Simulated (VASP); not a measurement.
A run of VASP 6.6.1 is set up as follows.

POSCAR

```
BaTiO3
1.0
    2.8631888323      1.6530628431      2.3565005969
   -2.8631888323      1.6530628431      2.3565005969
    0.0000000000     -3.3061256862      2.3565005968
Ba Ti O
1 1 3
Direct
   -0.0054008432     -0.0054008432     -0.0054008432
    0.4803547412      0.4803547412      0.4803547412
    0.5112004389      0.5112004389      0.0218452243
    0.0218452243      0.5112004389      0.5112004389
    0.5112004389      0.0218452243      0.5112004389
```

Contents of INCAR.step1:

```
ALGO     = Normal         # electronic algorithm
EDIFF    = 1E-4           # SCF threshold, eV
ENCUT    = 600            # plane-wave cutoff, eV
GGA      = PE             # functional
ISMEAR   = -1             # smearing method
LASPH    = True           # aspherical terms in the spheres
LCHARG   = False          # write CHGCAR
LREAL    = False          # projectors in reciprocal space
LWAVE    = True           # write WAVECAR
NELM     = 80             # most SCF steps
PREC     = Accurate       # precision mode
SIGMA    = 0.02           # smearing width, eV
```

File INCAR.step2:

```
ALGO     = Normal         # electronic algorithm
EDIFF    = 1E-7           # SCF threshold, eV
EDIFFG   = -0.005         # ionic threshold
ENCUT    = 600            # plane-wave cutoff, eV
IBRION   = 2              # ionic algorithm
ISIF     = 3              # what is computed and relaxed
ISMEAR   = -1             # smearing method
ISTART   = 1            
LASPH    = True           # aspherical terms in the spheres
LCHARG   = False          # write CHGCAR
LMIXTAU  = True         
LREAL    = False          # projectors in reciprocal space
LWAVE    = False          # write WAVECAR
METAGGA  = R2SCAN         # meta-GGA
NELM     = 80             # most SCF steps
NSW      = 80             # ionic steps
PREC     = Accurate       # precision mode
SIGMA    = 0.02           # smearing width, eV
```

The input KPOINTS:

```
k-points
0
Gamma
  6 6 6
```

Potentials or basis: VASP PAW PBE potentials, release 64 (Ba_sv, Ti_sv, O).

Launch:

```console
$ cat potpaw_PBE.64/Ba_sv/POTCAR potpaw_PBE.64/Ti_sv/POTCAR potpaw_PBE.64/O/POTCAR > POTCAR
$ cp INCAR.step1 INCAR
$ mpirun -np 1 vasp_std > vasp.out
$ cp INCAR.step2 INCAR
$ mpirun -np 1 vasp_std > vasp.out
```

Task: Predict the band gap on the k mesh.

Result: 2.77 eV (least direct gap 3.22 eV).

Task: What does it give for the space group after relaxing (to 0.1 Å)?

Result: R3m (No. 160).

Task: Estimate the relaxed volume.

Result: 13.14 Å³/atom.

Step by step:
| step | energy change (eV) | largest force (eV/Å) | pressure (GPa) | volume (Å³) |
| --- | --- | --- | --- | --- |
| 1 | 0.0000 | 0.1209 | -1.57 | 66.92 |
| 2 | -0.0029 | 0.2844 | 1.40 | 65.66 |
| 3 | -0.0044 | 0.2241 | 0.28 | 66.12 |
| 4 | -0.0081 | 0.0925 | 0.19 | 65.87 |
| 5 | -0.0093 | 0.0806 | 0.17 | 65.58 |
| 6 | -0.0093 | 0.0805 | 0.17 | 65.60 |
| 7 | -0.0097 | 0.0430 | -0.18 | 65.74 |
| 8 | -0.0097 | 0.0323 | -0.28 | 65.78 |
| 9 | -0.0099 | 0.0085 | -0.01 | 65.70 |
| 10 | -0.0099 | 0.0073 | -0.02 | 65.70 |
| 11 | -0.0099 | 0.0067 | -0.03 | 65.71 |
| 12 | -0.0099 | 0.0047 | -0.01 | 65.69 |

Caveat: the PAW data sets were made with another functional, which shifts forces and pressure a little; spin-orbit coupling is left out, which moves the levels of the heavy elements. r2SCAN opens gaps a little over a GGA but as a rule still falls short of measured ones.
